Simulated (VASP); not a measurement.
Input of a VASP 6.6.1 run:

Contents of INCAR:

```
SYSTEM = Zr
  ALGO = Normal
  EDIFF = 1E-6
  ENCUT = 500
  GGA = PS
  GGA_COMPAT = .FALSE.
  ISIF = 2
  ISMEAR = -1
  LASPH = .TRUE.
  LCHARG = .FALSE.
  LREAL = .FALSE.
  LWAVE = .FALSE.
  NBANDS = 12
  NELM = 120
  PREC = Accurate
  SIGMA = 0.05
```

File KPOINTS:

```
k-points
0
G
  10 10 10
  0 0 0
```

The input POSCAR:

```
Zr
1.0
   -1.8219871043      1.8219871043      1.8219871043
    1.8219871043     -1.8219871043      1.8219871043
    1.8219871043      1.8219871043     -1.8219871043
Zr
1
Direct
    0.0000000000      0.0000000000      0.0000000000
```

Potentials or basis: VASP PAW PBE potentials, release 64 (Zr_sv).

Command:

```bash
$ cat potpaw_PBE.64/Zr_sv/POTCAR > POTCAR
$ mpirun -np 1 vasp_std > vasp.out
```

(1) Predict the band gap on the k mesh.

(2) What does it give for the pressure?

Results:

(1) zero (band 6 reaches 9.26 eV, above the bottom of band 7 at 7.47 eV).

(2) -8.2 GPa.

Caveat: the PAW data sets were made with another functional, which shifts forces and pressure a little.
